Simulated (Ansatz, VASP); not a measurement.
## MgO: VASP beside Ansatz

```
Mg O
1.0
     0.00000    2.11300    2.11300
     2.11300    0.00000    2.11300
     2.11300    2.11300    0.00000
Mg O
1 1
Direct
  0.00000 0.00000 0.00000
  0.50000 0.50000 0.50000
```

Alike in both runs: task single point; functional PBE; k mesh 9 × 9 × 9; occupations gaussian, width 0.02 eV; no spin polarisation.

|  | VASP | Ansatz |
| --- | --- | --- |
| version | VASP 6.6.1 | Ansatz 0.2.0 |
| potentials or method | VASP PAW PBE potentials, release 64 (Mg, O), cutoff 600 eV | PAW, plane waves, scalar-relativistic |
| valence electrons in the cell | 8 | 16 |

VASP gave:

| Quantity | Value |
| --- | --- |
| pressure (GPa) | 2.1 |

Q: Estimate Ansatz's values.

A: Pressure (GPa): 3.0.

VASP's potentials hold 8 valence electrons a cell and Ansatz's 16, so a difference there can come from the potentials and not from the codes.
